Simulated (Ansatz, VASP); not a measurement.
**Sn: VASP beside Ansatz**

```
Sn
1.0
    -1.96601    1.96601    1.87240
     1.96601   -1.96601    1.87240
     1.96601    1.96601   -1.87240
Sn
1
Cartesian
  0.0000 0.0000 0.0000
```

Change from the starting cell: strain +0.050 along x and y, +0.000 along z, atoms carried along.

Alike in both runs: task single point; functional PBEsol; k mesh 22 × 22 × 22; occupations gaussian, width 0.15 eV; no spin polarisation.

|  | VASP | Ansatz |
| --- | --- | --- |
| version | VASP 6.6.1 | Ansatz 0.2.0 |
| potentials or method | VASP PAW PBE potentials, release 64 (Sn_d), cutoff 520 eV | scalar-relativistic, plane waves, PAW |
| valence electrons in the cell | 14 | 14 |

Ansatz gave:

| Item | Value |
| --- | --- |
| gap on the k mesh at the Fermi level (eV) | none |
| pressure (GPa) | -4.5 |
| traceless stress, the component that is largest in VASP (GPa) | -0.67 |

Problem. Estimate VASP's values.

Solution. gap on the k mesh at the Fermi level (eV): none; pressure (GPa): -4.4; traceless stress, the component that is largest in VASP (GPa): -0.67.

VASP's potentials were made for PBE, not for PBEsol. A gap of «none» marks a metal or a gap that the smearing closes. With one functional, cell and mesh, what is left measures potentials, basis and numerics.
